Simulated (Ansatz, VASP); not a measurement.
# MnSi in VASP and in Ansatz

INCAR

```
PREC = Accurate
ENCUT = 500
EDIFF = 1E-7
ISMEAR = 0
SIGMA = 0.1
LREAL = False
LASPH = True
NELM = 120
ALGO = Normal
ISIF = 3
LWAVE = False
LCHARG = False
GGA = PE
IBRION = 2
NSW = 100
EDIFFG = -0.005
GGA_COMPAT = False
NELMIN = 4
```

File KPOINTS:

```
regular mesh
0
Gamma
  8 8 8
```

The input POSCAR:

```
MnSi
1.0
    4.4842451800      0.0000000000      0.0000000000
    0.0000000000      4.4842451800      0.0000000000
    0.0000000000      0.0000000000      4.4842451800
Mn Si
4 4
Direct
    0.3635403900      0.1364596100      0.8635403900
    0.1364596100      0.8635403900      0.3635403900
    0.8635403900      0.3635403900      0.1364596100
    0.6364596100      0.6364596100      0.6364596100
    0.6542152300      0.8457847700      0.1542152300
    0.8457847700      0.1542152300      0.6542152300
    0.1542152300      0.6542152300      0.8457847700
    0.3457847700      0.3457847700      0.3457847700
```

Input for Ansatz:

```yaml
crystal:
  lattice:
    - [4.48424518, 0.0, 0.0]
    - [0.0, 4.48424518, 0.0]
    - [0.0, 0.0, 4.48424518]
  atoms:
    - { symbol: Mn, position: [0.36354039, 0.13645961, 0.86354039] }
    - { symbol: Mn, position: [0.13645961, 0.86354039, 0.36354039] }
    - { symbol: Mn, position: [0.86354039, 0.36354039, 0.13645961] }
    - { symbol: Mn, position: [0.63645961, 0.63645961, 0.63645961] }
    - { symbol: Si, position: [0.65421523, 0.84578477, 0.15421523] }
    - { symbol: Si, position: [0.84578477, 0.15421523, 0.65421523] }
    - { symbol: Si, position: [0.15421523, 0.65421523, 0.84578477] }
    - { symbol: Si, position: [0.34578477, 0.34578477, 0.34578477] }
basis:
  ecutwfc: 420
kpoints:
  mp_grid: { grid: [8, 8, 8] }
hamiltonian:
  xc: pbe
scf:
  occupations: { method: gaussian, width: 0.1 }
output:
  forces: true
  stress: true
  eigenvalues: true
relax:
  adjacent_minimum: "off"
  f_tol: 0.005
  max_steps: 80
  cell: { stress_tol: 0.05 }
```

Alike in both runs: task relaxation of cell and atoms; functional PBE; k mesh 8 × 8 × 8; occupations gaussian, width 0.1 eV; no spin polarisation.

|  | VASP | Ansatz |
| --- | --- | --- |
| version | VASP 6.6.1 | Ansatz 0.2.0 |
| potentials or method | VASP PAW PBE potentials, release 64 (Mn_pv, Si), cutoff 500 eV | scalar-relativistic, plane waves, PAW |
| valence electrons in the cell | 68 | 76 |

```tsv
	VASP	Ansatz	Ansatz less VASP
gap on the k mesh at the Fermi level, each at its own relaxed structure (eV)	none	none	-
relaxed volume (Å³/atom)	11.36	11.37	+0.008
relaxed length of the cell vector where the two differ most in proportion (Å)	4.497	4.498	+0.0011
```

A gap of «none» marks a metal or a gap that the smearing closes. VASP's potentials hold 68 valence electrons a cell and Ansatz's 76, so a difference there can come from the potentials and not from the codes.
